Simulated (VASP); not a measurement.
Here is a VASP 6.6.1 calculation.

INCAR

```
SYSTEM = HgS3
ALGO = Normal
EDIFF = 1E-6
ENCUT = 520
GGA = PE
ISIF = 2
ISMEAR = 0
LASPH = .TRUE.
LCHARG = .FALSE.
LREAL = .FALSE.
LWAVE = .FALSE.
NBANDS = 23
NELM = 60
PREC = Accurate
SIGMA = 0.1
```

The input KPOINTS:

```
k-points
0
G
  6 6 6
  0 0 0
```

Contents of POSCAR:

```
HgS3
1.0
   -1.7752393048      1.7752393048      8.3322237278
    1.7752393048     -1.7752393048      8.3322237278
    1.7752393048      1.7752393048     -8.3322237278
Hg S
1 3
Direct
    0.0000000000      0.0000000000      0.0000000000
    0.5000000000      0.5000000000      0.0000000000
    0.2500000000      0.7500000000      0.5000000000
    0.7500000000      0.2500000000      0.5000000000
```

Potentials or basis: VASP PAW PBE potentials, release 64 (Hg, S).

The run is started by

```console
$ cat potpaw_PBE.64/Hg/POTCAR potpaw_PBE.64/S/POTCAR > POTCAR
$ mpirun -np 1 vasp_std > vasp.out
```

(1) Predict the band gap on the k mesh.

(2) Predict the pressure.

## Answers

(1) zero (band 15 reaches 2.44 eV, above the bottom of band 16 at 0.76 eV).

(2) 0.2 GPa.

Caveat: the k points lie up to 0.42 Å⁻¹ apart; spin-orbit coupling is left out, which moves the levels of the heavy elements.
